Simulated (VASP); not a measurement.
# Al (a cell with a defect) in VASP: a series of runs, part 3 of 3

VASP 6.6.1. Earlier steps stand in the parts before.

### 5 Single point, PBE

INCAR reads:

```
SYSTEM = Al
PREC     = Accurate       ! precision mode
ENCUT    = 520            ! plane-wave cutoff, eV
EDIFF    = 1E-7           ! SCF threshold, eV
ISMEAR   = -1             ! smearing method
SIGMA    = 0.15           ! smearing width, eV
LREAL    = Auto         
LASPH    = .True.         ! aspherical terms in the spheres
NELM     = 60             ! most SCF steps
ALGO     = Normal         ! electronic algorithm
ISIF     = 2              ! what is computed and relaxed
LWAVE    = .False.        ! write WAVECAR
LCHARG   = .True.         ! write CHGCAR
GGA      = PE             ! functional
LELF     = .True.         ! ELF
LVHAR    = .True.       
NBANDS   = 68             ! bands
```

KPOINTS reads:

```
Automatic mesh
0
Gamma
  3 3 3
  0 0 0
```

POSCAR reads:

```
Al
1.0
    8.1000000000      0.0000000000      0.0000000000
    0.0000000000      8.1000000000      0.0000000000
    0.0000000000      0.0000000000      8.1000000000
Al
31
Direct
    0.4999034284      0.0019814651      0.0020144455
    0.7471772521      0.2493935159      0.0020898457
    0.7472482673      0.0019949722      0.2493467545
   -0.0001604388     -0.0012836619     -0.0012367515
    0.2526180312      0.2493351589      0.0021426944
    0.4998215312      0.4967664212      0.0020079068
    0.7503837148      0.7494328766     -0.0012328397
    0.2525017570      0.0018847437      0.2493843586
    0.7472430526      0.4968593624      0.2493502716
    0.4998588209      0.0020085739      0.4966728944
    0.7472607839      0.2495005600      0.4966464678
    0.7505126567     -0.0009022805      0.7492893040
   -0.0001138433      0.4998560650     -0.0012084900
    0.2492929259      0.7492997882     -0.0010975526
   -0.0000330331      0.2492786371      0.2492812730
    0.2525303944      0.4966388683      0.2494911025
    0.4998115542      0.7493459733      0.2493935740
   -0.0000735816     -0.0012056286      0.4998597098
    0.2526563183      0.2493418793      0.4967832302
    0.4999870382      0.4968348451      0.4967670596
    0.7505236337      0.7495005940      0.5000117383
    0.2491928577     -0.0012478596      0.7494395877
    0.4997839787      0.2494138534      0.7493505932
    0.7503908441      0.4999596373      0.7494420940
   -0.0001499923      0.7492227650      0.2493374182
   -0.0001236803      0.4998282981      0.4999547866
    0.2492335181      0.7493282215      0.5000478804
   -0.0000480536      0.2493944039      0.7494002063
    0.2493283050      0.5000287602      0.7494072350
    0.4998801283      0.7495227562      0.7493633448
   -0.0002425698      0.7492909348      0.7494089568
```

Potentials or basis: VASP PAW PBE potentials, release 64 (Al).

Launch:

```sh
cat potpaw_PBE.64/Al/POTCAR > POTCAR
mpirun -np 1 vasp_std > vasp.out
```

OUTCAR:

```text
SYSTEM = Al
   PREC = Accurate
   ENCUT = 520
   EDIFF = 1E-7
   ISMEAR = -1
   LREAL = Auto
   LASPH = .True.
   NELM = 60
   ISIF = 2
   GGA = PE

 ion  position               nearest neighbor table
   1  0.500  0.002  0.002-   5 2.83   3 2.83   2 2.83   8 2.83  17 2.86  23 2.86   7 2.88  22 2.88
                            14 2.88  12 2.88  30 2.89
   2  0.747  0.249  0.002-   3 2.83   1 2.83   9 2.83   6 2.83  15 2.86  23 2.86  12 2.88  13 2.88
                            24 2.88   4 2.88  28 2.90
   3  0.747  0.002  0.249-   2 2.83   1 2.83  10 2.83  11 2.83  15 2.86  17 2.86   7 2.88  21 2.88
                             4 2.88  18 2.88  25 2.89
   4  1.000  0.999  0.999-  22 2.86   7 2.86  31 2.86  12 2.86  14 2.86  28 2.86  25 2.86  15 2.87
                             3 2.88   8 2.88   2 2.88   5 2.88
   5  0.253  0.249  0.002-   6 2.83   1 2.83  16 2.83   8 2.83  15 2.86  23 2.86  13 2.88  22 2.88
                             4 2.88  29 2.88  28 2.89
   6  0.500  0.497  0.002-   5 2.83   2 2.83   9 2.83  16 2.83  17 2.86  23 2.86  14 2.88  29 2.88
                            24 2.88   7 2.88  30 2.89
   7  0.750  0.749  0.999-  31 2.86   4 2.86  24 2.86  13 2.86  12 2.86  30 2.86  25 2.86  17 2.87
[... 289 lines left out ...]
      2      -1.2159      2.00000
      3      -1.2158      2.00000
      4      -1.1703      2.00000
      5      -1.1702      2.00000
      6      -1.1701      2.00000
[... 843 lines left out ...]
     57       9.2739      0.00001
     58       9.5237      0.00000
 [bands above 58 left out]

------------------------ aborting loop because EDIFF is reached ----------------------------------------

  FORCE on cell =-STRESS in cart. coord.  units (eV):
  Direction    XX          YY          ZZ          XY          YZ          ZX
  --------------------------------------------------------------------------------------
  -------------------------------------------------------------------------------------
  Total       -3.7639703     -3.7423474     -3.7499240      0.0025222      0.0076934     -0.0017087
  in kB      -11.3475398    -11.2823515    -11.3051932      0.0076038      0.0231939     -0.0051513
  external PRESSURE =     -11.3116948 kB  Pullay stress =       0.0000000 kB

 VOLUME and BASIS-vectors are now :
 -----------------------------------------------------------------------------
  energy-cutoff  :      520.00
  volume of cell :      531.44
      direct lattice vectors                 reciprocal lattice vectors
     8.100000000  0.000000000  0.000000000     0.123456790  0.000000000  0.000000000
     0.000000000  8.100000000  0.000000000     0.000000000  0.123456790  0.000000000
     0.000000000  0.000000000  8.100000000     0.000000000  0.000000000  0.123456790

 POSITION                                       TOTAL-FORCE (eV/Angst)
 -----------------------------------------------------------------------------------
      4.04922      0.01605      0.01632        -0.000300      0.006283      0.004323
      6.05214      2.02009      0.01693        -0.003261      0.001785      0.005391
      6.05271      0.01616      2.01971        -0.003706      0.006676      0.002266
      8.09870      8.08960      8.08998         0.000651     -0.002518     -0.002124
      2.04621      2.01961      0.01736         0.003564      0.001148      0.003465
      4.04855      4.02381      0.01626         0.000377     -0.001233      0.007327
[... 23 lines left out ...]
      4.04903      6.07113      6.06984        -0.000152     -0.003133     -0.002431
      8.09804      6.06926      6.07021         0.000038     -0.000916     -0.002844
 -----------------------------------------------------------------------------------
    total drift:                               -0.017157     -0.064289     -0.066162

  FREE ENERGIE OF THE ION-ELECTRON SYSTEM (eV)
  ---------------------------------------------------
  free  energy   TOTEN  =      -116.3344779317 eV

  energy  without entropy=     -115.5331672300  energy(sigma->0) =     -115.93382258
```

OSZICAR:

```text
N       E                     dE             d eps       ncg     rms          rms(c)
DAV:   1     0.123497370759E+03    0.12350E+03   -0.32054E+04  1904   0.109E+03
DAV:   2    -0.103502598745E+03   -0.22700E+03   -0.21214E+03  2244   0.142E+02
DAV:   3    -0.116864850676E+03   -0.13362E+02   -0.12736E+02  2360   0.276E+01
DAV:   4    -0.117179629710E+03   -0.31478E+00   -0.31156E+00  2308   0.457E+00
DAV:   5    -0.117186432625E+03   -0.68029E-02   -0.67943E-02  2328   0.783E-01    0.715E+00
DAV:   6    -0.116622054304E+03    0.56438E+00   -0.52102E-01  2280   0.185E+00    0.421E+00
DAV:   7    -0.116369110584E+03    0.25294E+00   -0.20473E-01  2256   0.127E+00    0.120E+00
DAV:   8    -0.116336438779E+03    0.32672E-01   -0.25428E-02  2288   0.468E-01    0.467E-01
DAV:   9    -0.116334748923E+03    0.16899E-02   -0.28569E-03  2216   0.142E-01    0.277E-01
DAV:  10    -0.116334503060E+03    0.24586E-03   -0.51472E-04  2344   0.611E-02    0.522E-02
DAV:  11    -0.116334479196E+03    0.23863E-04   -0.82876E-05  2320   0.229E-02    0.244E-02
DAV:  12    -0.116334480468E+03   -0.12718E-05   -0.12426E-05  2360   0.898E-03    0.618E-03
DAV:  13    -0.116334478914E+03    0.15544E-05   -0.86371E-07  2328   0.263E-03    0.260E-03
DAV:  14    -0.116334478525E+03    0.38850E-06   -0.13047E-07  1760   0.973E-04    0.884E-04
DAV:  15    -0.116334477980E+03    0.54485E-06   -0.35640E-08  1352   0.504E-04    0.196E-04
DAV:  16    -0.116334477932E+03    0.48654E-07   -0.73720E-09  1288   0.212E-04
   1 F= -.11633448E+03 E0= -.11593382E+03  d E =-.801311E+00
```

It took 11 min on 1 thread of Intel Xeon Platinum 8259CL at 2.50GHz (Skylake/Cascade Lake), shared host; peak memory 0.63 GiB.

What came out:

- Free energy: -116.3345 eV
- Pressure: -1.1 GPa
- Largest force: 0.009 eV/Å
- Band gap on the k mesh: zero (an odd number of electrons rules out a gap without spin polarisation)

Forces on the atoms (eV/Å):
```
Al   0.000  0.006  0.004
Al  -0.003  0.002  0.005
Al  -0.004  0.007  0.002
Al   0.001 -0.003 -0.002
Al   0.004  0.001  0.003
Al   0.000 -0.001  0.007
Al   0.004 -0.001 -0.005
Al   0.005  0.007  0.001
Al  -0.001 -0.003  0.002
Al   0.001  0.007  0.000
Al  -0.003  0.000  0.000
Al   0.004 -0.008  0.000
Al  -0.001  0.003 -0.005
Al  -0.005 -0.001 -0.005
Al  -0.002 -0.002  0.000
Al   0.004  0.000  0.002
Al   0.000 -0.003 -0.002
Al   0.000 -0.005  0.003
Al   0.001  0.003 -0.001
Al  -0.002  0.000  0.000
Al   0.005 -0.004  0.002
Al  -0.002 -0.003 -0.001
Al   0.001 -0.003 -0.002
Al   0.005  0.002 -0.004
Al   0.000 -0.001 -0.001
Al   0.001  0.006  0.004
Al  -0.005 -0.001  0.002
Al   0.000 -0.003 -0.003
Al  -0.006  0.001 -0.003
Al   0.000 -0.003 -0.002
Al   0.000 -0.001 -0.003
```
